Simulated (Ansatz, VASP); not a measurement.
# In: VASP beside Ansatz

```
CELL_PARAMETERS angstrom
0.00000 2.37449 2.37449
2.37449 0.00000 2.37449
2.37449 2.37449 0.00000
ATOMIC_POSITIONS crystal
In 0.00000 0.00000 0.00000
```

Alike in both runs: task single point; functional HSE06; k mesh 8 × 8 × 8; occupations gaussian, width 0.05 eV; no spin polarisation.

|  | VASP | Ansatz |
| --- | --- | --- |
| version | VASP 6.6.1 | Ansatz 0.2.0 |
| potentials or method | VASP PAW PBE potentials, release 64 (In_d), cutoff 520 eV | scalar-relativistic, plane waves, PAW |
| valence electrons in the cell | 13 | 13 |

|  | VASP | Ansatz | Ansatz less VASP |
| --- | --- | --- | --- |
| pressure (GPa) | 0.0 | 0.0 | +0.03 |

With one functional, cell and mesh, what is left measures potentials, basis and numerics. Ansatz's warnings: filled band counts differ across k points, stress exchange threshold loose, stress scf threshold loose.
